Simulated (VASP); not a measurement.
Input of a VASP 6.6.1 run:

INCAR

```
  GGA = CA
  ISMEAR = 0
  SIGMA = 0.03
  LWAVE = F
  LCHARG = F
  NBANDS = 39
  PREC = Accurate
  LASPH = T
  LREAL = F
  ALGO = Normal
  EDIFF = 1E-6
  NELM = 120
  GGA_COMPAT = F
  ENCUT = 280
  EFERMI = MIDGAP
  KPAR = 2
```

File KPOINTS:

```
Automatic mesh
0
Gamma
  5 5 5
  0 0 0
```

The input KPOINTS_OPT:

```
path GLB1,BZGX,QFP1Z,LP
12
line-mode
reciprocal
 0.0000000000  0.0000000000  0.0000000000  G
 0.5000000000  0.0000000000  0.0000000000  L

 0.5000000000  0.0000000000  0.0000000000  L
 0.5000000000  0.1770083925 -0.1770083925  B1

 0.8229916075  0.5000000000  0.1770083925  B
 0.5000000000  0.5000000000  0.5000000000  Z

 0.5000000000  0.5000000000  0.5000000000  Z
 0.0000000000  0.0000000000  0.0000000000  G

 0.0000000000  0.0000000000  0.0000000000  G
 0.3385041962  0.0000000000 -0.3385041962  X

 0.6614958038  0.3385041962  0.0000000000  Q
 0.5000000000  0.5000000000  0.0000000000  F

 0.5000000000  0.5000000000  0.0000000000  F
 0.6614958038  0.6614958038  0.1770083925  P1

 0.6614958038  0.6614958038  0.1770083925  P1
 0.5000000000  0.5000000000  0.5000000000  Z

 0.5000000000  0.0000000000  0.0000000000  L
 0.8229916075  0.3385041962  0.3385041962  P
```

Contents of POSCAR:

```
Bi2Te3
1.0
    2.1930000000      1.2661291403     10.1656666667
   -2.1930000000      1.2661291403     10.1656666667
    0.0000000000     -2.5322582807     10.1656666667
Bi Te
2 3
Direct
    0.6000000000      0.6000000000      0.6000000000
    0.4000000000      0.4000000000      0.4000000000
    0.7905000000      0.7905000000      0.7905000000
    0.2095000000      0.2095000000      0.2095000000
    0.0000000000      0.0000000000      0.0000000000
```

Potentials or basis: VASP PAW LDA potentials, release 64 (Bi_d, Te).

The run is started by

```sh
$ cat potpaw_LDA.64/Bi_d/POTCAR potpaw_LDA.64/Te/POTCAR > POTCAR
$ mpirun -np 2 vasp_std > vasp.out
```

(1) Estimate the band gap on the k mesh.

(2) Estimate the band gap along the path.

## Answers

(1) 0.20 eV.

(2) 0.20 eV.

Caveat: spin-orbit coupling is left out, which moves the levels of the heavy elements.
